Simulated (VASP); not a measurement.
**Mn: relaxation of cell and atoms with PBE**

Crystal: Mn.

```
Mn
1.0
     3.75369    0.00000    0.00000
    -1.87684    3.25079    0.00000
     0.00000    0.00000    2.34932
Mn
3
Direct
  0.00000 0.00000 0.00000
  0.33333 0.66667 0.50000
  0.66667 0.33333 0.50000
```

This isn't the form of Mn at room conditions, which is a 58-atom cubic cell.

| Property | Result |
| --- | --- |
| Program | VASP 6.6.1 |
| Task | relaxation of cell and atoms |
| Functional | PBE |
| Potentials or basis | VASP PAW PBE potentials, release 64 (Mn_pv) |
| Cutoff | 600 eV |
| k mesh | 10 × 10 × 13 |
| Occupations | fermi-dirac, width 0.05 eV |
| Spin | collinear spin, ferromagnetic start |
| Starting moments | [3.0, 3.0, 3.0] μB |
| Target pressure | 43 GPa |
| Dipole correction | no |
| Further INCAR settings | ALGO = Normal; EDIFF = 1e-06; IBRION = 2; EDIFFG = -0.005; NSW = 32; ISIF = 3 |

```json
{
 "Relaxed volume": "9.56 Å³/atom",
 "Relaxed cell": "a = 3.755 Å, b = 3.755 Å, c = 2.348 Å, α = 90.00°, β = 90.00°, γ = 120.00°",
 "Space group after relaxing (to 0.1 Å)": "P6/mmm (No. 191)",
 "Energy change on relaxing (the run minimises the enthalpy)": "-1.4 meV/atom",
 "Ionic steps": "6",
 "Pressure after relaxing": "43.0 GPa",
 "Net moment": "0.00 μB per cell",
 "Valence electrons inside the program's atomic spheres": "Mn 12.20, 12.31 (each value once)"
}
```

The path:
| step | energy change (eV) | largest force (eV/Å) | pressure (GPa) | volume (Å³) |
| --- | --- | --- | --- | --- |
| 1 | 0.0000 | 0.0000 | 43.20 | 28.67 |
| 2 | -0.0134 | 0.0000 | 42.46 | 28.72 |
| 3 | -0.0052 | 0.0000 | 42.95 | 28.69 |
| 4 | -0.0057 | 0.0000 | 42.92 | 28.69 |
| 5 | -0.0026 | 0.0000 | 43.10 | 28.68 |
| 6 | -0.0041 | 0.0000 | 43.04 | 28.68 |

Final structure:
```cif
data_structure
_symmetry_space_group_name_H-M 'P 1'
_symmetry_Int_Tables_number 1
_cell_length_a 3.7554
_cell_length_b 3.7554
_cell_length_c 2.3484
_cell_angle_alpha 90.000
_cell_angle_beta 90.000
_cell_angle_gamma 120.000
_cell_volume 28.68
loop_
_atom_site_label
_atom_site_type_symbol
_atom_site_fract_x
_atom_site_fract_y
_atom_site_fract_z
_atom_site_occupancy
Mn1 Mn 0.00000 0.00000 0.00000 1
Mn2 Mn 0.33333 0.66667 0.50000 1
Mn3 Mn 0.66667 0.33333 0.50000 1
```

Levels at points of the mesh, in eV from the Fermi level:
Spin up:
| k point | band 16 | band 17 | band 18 | band 19 | band 20 | band 21 | band 22 | band 23 | band 24 | band 25 |
| --- | --- | --- | --- | --- | --- | --- | --- | --- | --- | --- |
| (0.00, 0.00, 0.00) | -1.97 | -1.33 | -0.66 | -0.66 | -0.11 | -0.11 | 0.02 | 0.02 | 2.31 | 2.31 |
| (0.50, 0.00, 0.00) | -1.83 | -1.32 | -1.11 | 0.09 | 0.19 | 1.43 | 1.52 | 1.67 | 1.69 | 1.72 |
Spin down:
| k point | band 17 | band 18 | band 19 | band 20 | band 21 | band 22 | band 23 | band 24 |
| --- | --- | --- | --- | --- | --- | --- | --- | --- |
| (0.00, 0.00, 0.00) | -1.33 | -0.66 | -0.66 | -0.11 | -0.11 | 0.02 | 0.02 | 2.31 |
| (0.50, 0.00, 0.00) | -1.32 | -1.11 | 0.09 | 0.19 | 1.43 | 1.52 | 1.67 | 1.69 |

It took 17 min on 1 thread of Intel Xeon 8259CL (shared host), peak memory 0.26 GiB.

Caveat: the cell is relaxed towards a set pressure, so the run minimises the enthalpy, not the energy; the moments typed at the start vanished in this run.
